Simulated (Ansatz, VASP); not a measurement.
**Two plane-wave programs on As**

```
As
1.0
     1.89144    1.09202    3.37139
    -1.89144    1.09202    3.37139
     0.00000   -2.18404    3.37139
As
2
Cartesian
  0.0000 0.0000 7.7850
  0.0000 0.0000 2.3292
```

Alike in both runs: functional PBE; dispersion D3(BJ); k mesh 15 × 15 × 15; occupations gaussian, width 0.1 eV; no spin polarisation.

Ansatz relaxed the structure, and its values are those at the end. VASP's run is a single point on that final structure, the one shown.

|  | VASP | Ansatz |
| --- | --- | --- |
| version | VASP 6.6.1 | Ansatz 0.2.0 |
| potentials or method | VASP PAW PBE potentials, release 64 (As), cutoff 520 eV | scalar-relativistic, plane waves, PAW |
| valence electrons in the cell | 10 | 30 |

```csv
,VASP,Ansatz,Ansatz less VASP
gap on the k mesh at the Fermi level (eV),none,none,-
pressure (GPa),0.3,0.0,-0.30
rms of the force components (eV/Å),0.030,0.002,-0.0283
```

A gap of «none» marks a metal or a gap that the smearing closes. VASP's potentials hold 10 valence electrons a cell and Ansatz's 30, so a difference there can come from the potentials and not from the codes.
